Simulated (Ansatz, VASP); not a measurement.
**One calculation of RbBr, two programs**

```
Rb Br
1.0
     0.00000    3.86950    3.86950
     3.86950    0.00000    3.86950
     3.86950    3.86950    0.00000
Rb Br
1 1
Direct
  0.00000 0.00000 0.00000
  0.25000 0.25000 0.25000
```

Alike in both runs: task single point; functional PBEsol; k mesh 4 × 4 × 4; occupations tetrahedron; no spin polarisation.

```csv
,VASP,Ansatz
version,VASP 6.6.1,Ansatz 0.2.0
potentials or method,"VASP PAW PBE potentials, release 64 (Rb_sv, Br)",plane waves
plane-wave cutoff (eV),500,420
valence electrons in the cell,16,16
```

|  | VASP | Ansatz | Ansatz less VASP |
| --- | --- | --- | --- |
| gap on the k mesh at the Fermi level (eV) | 4.12 | 4.12 | +0.002 |
| pressure (GPa) | -0.3 | -0.3 | -0.01 |

VASP's potentials were made for PBE, not for PBEsol. The functional is the same, so the differences come from potentials, cutoffs and numerics. Ansatz's warnings: band table not solved further, tetrahedron derivatives may miss energy slope.
